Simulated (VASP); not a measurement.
Write the native input for VASP 6.6.1 that does the following.

* Task: single point
* Functional: PBE
* Potentials or basis: VASP PAW PBE potentials, release 64 (Cd, Se, S)
* Cutoff: 520 eV
* k mesh: 6 × 6 × 4
* Occupations: gaussian, width 0.02 eV
* Spin: no spin polarisation
* Dipole correction: no
* Further INCAR settings: ALGO = Normal; EDIFF = 1e-06; NBANDS = 36

The structure of Cd3SeS2 lies in POSCAR:

```
Cd3SeS2
1.0
    4.3904854553      0.0000000299      0.0000000000
   -2.1952427535      3.8022719243      0.0000000000
    0.0000000000      0.0000000000     10.7605865755
Cd Se S
3 1 2
Direct
    0.0000000000      0.0000000000      0.9914768139
    0.3333333333      0.6666666667      0.6667647136
    0.6666666667      0.3333333333      0.3421815204
    0.0000000000      0.0000000000      0.2489597079
    0.3333333333      0.6666666667      0.9127379076
    0.6666666667      0.3333333333      0.5878783366
```

One way to write it, as run:

INCAR

```
SYSTEM = Cd3SeS2
PREC = Accurate
ENCUT = 520
EDIFF = 1E-6
ISMEAR = 0
SIGMA = 0.02
LREAL = .FALSE.
LASPH = .TRUE.
NELM = 80
ALGO = Normal
ISIF = 2
LWAVE = .FALSE.
LCHARG = .FALSE.
GGA = PE
NBANDS = 36
```

KPOINTS

```
regular mesh
0
G
  6 6 4
  0 0 0
```

Potentials or basis: VASP PAW PBE potentials, release 64 (Cd, Se, S).

Launch:

```bash
$ cat potpaw_PBE.64/Cd/POTCAR potpaw_PBE.64/Se/POTCAR potpaw_PBE.64/S/POTCAR > POTCAR
$ mpirun -np 1 vasp_std > vasp.out
```

It gave:

| Property | Result |
| --- | --- |
| Pressure | -3.7 GPa |
| Largest force | 0.006 eV/Å |
| Band gap on the k mesh | 0.47 eV |

Caveat: the cell stands under tension; semilocal functionals underestimate gaps, and a narrow one can read as zero.

It took 100 s on 1 thread of AMD EPYC 9R45 96-Core Processor (Zen 5) (shared host), peak memory 0.36 GiB.
